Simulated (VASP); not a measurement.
# Be3SeS2 (an interface model) in VASP: further runs, part 2 of 2

VASP 6.6.1. The steps go on from the part before.

### Step 4. Single point, PBEsol

This run uses another cell than the first one, of 14.65 Å³/atom.

File INCAR:

```
SYSTEM = Be3SeS2
PREC = Accurate
ENCUT = 520
EDIFF = 1E-6
ISMEAR = -1
SIGMA = 0.05
LREAL = .FALSE.
LASPH = .TRUE.
NELM = 120
ALGO = Normal
ISIF = 2
LWAVE = .FALSE.
LCHARG = .FALSE.
GGA = PS
NBANDS = 81
GGA_COMPAT = .FALSE.
```

File KPOINTS:

```
Automatic mesh
0
G
  6 6 1
  0 0 0
```

File POSCAR:

```
Be3SeS2
1.0
    2.4189980000     -2.4189980000      0.0000000000
    0.0000000000      2.4189980000     -2.4189980000
   25.0382230000     25.0382230000     25.0382230000
Be S Se
15 10 5
Direct
    0.0000000000      0.0000000000      0.0000000000
    0.0000000000      0.0000000000      0.1932240000
    0.0000000000      0.0000000000      0.3864490000
    0.0000000000      0.0000000000      0.5796730000
    0.0000000000      0.0000000000      0.7864490000
    0.3333330000      0.6666670000      0.0644080000
    0.3333330000      0.6666670000      0.2576330000
    0.3333330000      0.6666670000      0.4508570000
    0.3333330000      0.6666670000      0.6440820000
    0.3333330000      0.6666670000      0.8576330000
    0.6666670000      0.3333330000      0.1288160000
    0.6666670000      0.3333330000      0.3220410000
    0.6666670000      0.3333330000      0.5152650000
    0.6666670000      0.3333330000      0.7152650000
    0.6666670000      0.3333330000      0.9288160000
    0.0000000000      0.0000000000      0.0483060000
    0.0000000000      0.0000000000      0.2415310000
    0.0000000000      0.0000000000      0.4347550000
    0.0000000000      0.0000000000      0.6279790000
    0.3333330000      0.6666670000      0.1127140000
    0.3333330000      0.6666670000      0.3059390000
    0.3333330000      0.6666670000      0.4991630000
    0.6666670000      0.3333330000      0.1771220000
    0.6666670000      0.3333330000      0.3703470000
    0.6666670000      0.3333330000      0.5635710000
    0.0000000000      0.0000000000      0.8398370000
    0.3333330000      0.6666670000      0.6974690000
    0.3333330000      0.6666670000      0.9110200000
    0.6666670000      0.3333330000      0.7686530000
    0.6666670000      0.3333330000      0.9822040000
```

Potentials or basis: VASP PAW PBE potentials, release 64 (Be, S, Se).

On the command line:

```bash
> cat potpaw_PBE.64/Be/POTCAR potpaw_PBE.64/S/POTCAR potpaw_PBE.64/Se/POTCAR > POTCAR
> mpirun -np 1 vasp_std > vasp.out
```

OUTCAR:

```text
SYSTEM = Be3SeS2
   PREC = Accurate
   ENCUT = 520
   EDIFF = 1E-6
   ISMEAR = -1
   LREAL = .FALSE.
   LASPH = .TRUE.
   NELM = 120
   ISIF = 2
   GGA = PS

 ion  position               nearest neighbor table
   1  0.000  0.000  0.000-  16 2.09  30 2.12  30 2.12  30 2.12
   2  0.000  0.000  0.193-  23 2.09  23 2.09  23 2.09  17 2.09
   3  0.000  0.000  0.386-  18 2.09  24 2.09  24 2.09  24 2.09
   4  0.000  0.000  0.580-  19 2.09  25 2.09  25 2.09  25 2.09
   5  0.000  0.000  0.786-  29 2.12  29 2.12  29 2.12  26 2.32
   6  0.333  0.667  0.064-  20 2.09  16 2.09  16 2.09  16 2.09
[... 22 lines left out ...]
  29  0.667  0.333  0.769-   5 2.12   5 2.12   5 2.12  14 2.32
  30  0.667  0.333  0.982-   1 2.12   1 2.12   1 2.12  15 2.32

  LATTYP: Found a hexagonal cell.
 ALAT       =     3.4209797790
 C/A-ratio  =    12.6769163133

  Lattice vectors:

 A1 = (   2.4189980000,  -2.4189980000,   0.0000000000)
 A2 = (   0.0000000000,   2.4189980000,  -2.4189980000)
 A3 = (  25.0382230000,  25.0382230000,  25.0382230000)

Analysis of symmetry for initial positions (statically):
[... 217 lines left out ...]

 k-point     1 :       0.0000    0.0000    0.0000
  band No.  band energies     occupation
      1     -10.3195      2.00000
      2     -10.0429      2.00000
      3      -9.8591      2.00000
      4      -9.6831      2.00000
      5      -9.5227      2.00000
      6      -9.4021      2.00000
[... 514 lines left out ...]
     71       9.5572      0.00000
     72       9.5777      0.00000
 [bands above 72 left out]

------------------------ aborting loop because EDIFF is reached ----------------------------------------

  FORCE on cell =-STRESS in cart. coord.  units (eV):
  Direction    XX          YY          ZZ          XY          YZ          ZX
  --------------------------------------------------------------------------------------
  -------------------------------------------------------------------------------------
  Total        8.7144273      8.7144273      8.7144273     -6.1536185     -6.1536185     -6.1536185
  in kB       31.7653510     31.7653510     31.7653510    -22.4308316    -22.4308316    -22.4308316
  external PRESSURE =      31.7653510 kB  Pullay stress =       0.0000000 kB

 VOLUME and BASIS-vectors are now :
 -----------------------------------------------------------------------------
  energy-cutoff  :      520.00
  volume of cell :      439.54
      direct lattice vectors                 reciprocal lattice vectors
     2.418998000 -2.418998000  0.000000000     0.275596204 -0.137798102 -0.137798102
     0.000000000  2.418998000 -2.418998000     0.137798102  0.137798102 -0.275596204
    25.038223000 25.038223000 25.038223000     0.013312979  0.013312979  0.013312979

 POSITION                                       TOTAL-FORCE (eV/Angst)
 -----------------------------------------------------------------------------------
      0.00000      0.00000      0.00000         0.213509      0.213509      0.213509
      4.83799      4.83799      4.83799        -0.049889     -0.049889     -0.049889
      9.67600      9.67600      9.67600        -0.050038     -0.050038     -0.050038
     14.51398     14.51398     14.51398        -0.054504     -0.054504     -0.054504
     19.69129     19.69129     19.69129         0.414565      0.414565      0.414565
      2.41899      2.41900     -0.00000        -0.048602     -0.048602     -0.048602
[... 22 lines left out ...]
     20.85837     18.43937     18.43937        -0.415015     -0.415015     -0.415015
     26.20531     23.78631     23.78631        -0.518246     -0.518246     -0.518246
 -----------------------------------------------------------------------------------
    total drift:                                0.000336      0.000349      0.000337

  FREE ENERGIE OF THE ION-ELECTRON SYSTEM (eV)
  ---------------------------------------------------
  free  energy   TOTEN  =      -151.9140791983 eV

  energy  without entropy=     -151.9140778831  energy(sigma->0) =     -151.91407854
```

Run time: 15 min. Hardware: 1 thread of Oxide Virtual Turin-like, shared host; peak memory 0.62 GiB.

What came out:

```
Free energy            : -151.9141 eV
Pressure               : 3.2 GPa
Largest force          : 0.898 eV/Å
Band gap on the k mesh : 1.18 eV (least direct gap 2.72 eV)
```

Forces on the atoms (eV/Å):
```
Be   0.214  0.214  0.214
Be  -0.050 -0.050 -0.050
Be  -0.050 -0.050 -0.050
Be  -0.055 -0.055 -0.055
Be   0.415  0.415  0.415
Be  -0.049 -0.049 -0.049
Be  -0.050 -0.050 -0.050
Be  -0.050 -0.050 -0.050
Be   0.162  0.162  0.162
Be   0.415  0.415  0.415
Be  -0.050 -0.050 -0.050
Be  -0.050 -0.050 -0.050
Be  -0.050 -0.050 -0.050
Be   0.416  0.416  0.416
Be   0.422  0.422  0.422
S    0.039  0.039  0.039
S    0.050  0.050  0.050
S    0.050  0.050  0.050
S    0.146  0.146  0.146
S    0.050  0.050  0.050
S    0.050  0.050  0.050
S    0.050  0.050  0.050
S    0.050  0.050  0.050
S    0.050  0.050  0.050
S    0.051  0.051  0.051
Se  -0.414 -0.414 -0.414
Se  -0.411 -0.411 -0.411
Se  -0.416 -0.416 -0.416
Se  -0.415 -0.415 -0.415
Se  -0.518 -0.518 -0.518
```

Stress tensor (GPa, compression positive):
```
 3.18 -2.24 -2.24
-2.24  3.18 -2.24
-2.24 -2.24  3.18
```

Caveat: the PAW data sets were made with another functional, which shifts forces and pressure a little.

### Step 5. Overview

```csv
level,cell,k mesh,cutoff (eV),gap on the mesh (eV),pressure (GPa),largest force (eV/Å)
r2SCAN,"a = 3.421, b = 3.421, c = 43.092 Å, angles 90.0, 90.0, 120.0°, 30 atoms, atomic positions A",4 × 4 × 1,580,2.31,5.9,0.06
PBEsol,"a = 3.421, b = 3.421, c = 43.092 Å, angles 90.0, 90.0, 120.0°, 30 atoms, atomic positions A",6 × 6 × 1,520,1.74,3.4,0.02
PBEsol,"a = 3.421, b = 3.421, c = 43.367 Å, angles 90.0, 90.0, 120.0°, 30 atoms, atomic positions B",6 × 6 × 1,520,1.18,3.2,0.90
```

Alike in all rows: task single point; potentials or basis VASP PAW PBE potentials, release 64 (Be, S, Se); no spin polarisation; smearing fermi-dirac 0.05 eV.

Caveats: some runs use coarse meshes; the PAW data sets were made with another functional, which shifts forces and pressure a little.

Total energies depend on the potentials used, so only differences within one code and one set of settings carry meaning.
